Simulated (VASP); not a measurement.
FeCo3:

```
Fe Co
1.0
     3.53570    0.00000    0.00000
     0.00000    3.53570    0.00000
     0.00000    0.00000    3.53570
Fe Co
1 3
Direct
  0.00000 0.00000 0.00000
  0.50000 0.50000 0.00000
  0.50000 0.00000 0.50000
  0.00000 0.50000 0.50000
```

Base run:

| Item | Value |
| --- | --- |
| Program | VASP 6.6.1 |
| Functional | PBEsol |
| Potentials or basis | VASP PAW PBE potentials, release 64 (Fe, Co) |
| Cutoff | 520 eV |
| k mesh | 12 × 12 × 12 |
| Occupations | gaussian, width 0.1 eV |
| Spin | no spin polarisation |

Its results: pressure -26.0 GPa.

**Question.** The run is repeated on the same cell with these changes: spin from no spin polarisation to collinear spin, ferromagnetic start; further incar settings from ALGO = Fast; EDIFF = 1e-07; NBANDS = 26 to ALGO = Fast; EDIFF = 1e-06; NBANDS = 30. What comes out?

**Answer.** Pressure -9.0 GPa; net moment 7.34 μB per cell; site moments Fe +2.56; Co +1.60 μB.

Caveats: the cell stands under tension; the PAW data sets were made with another functional, which shifts forces and pressure a little.
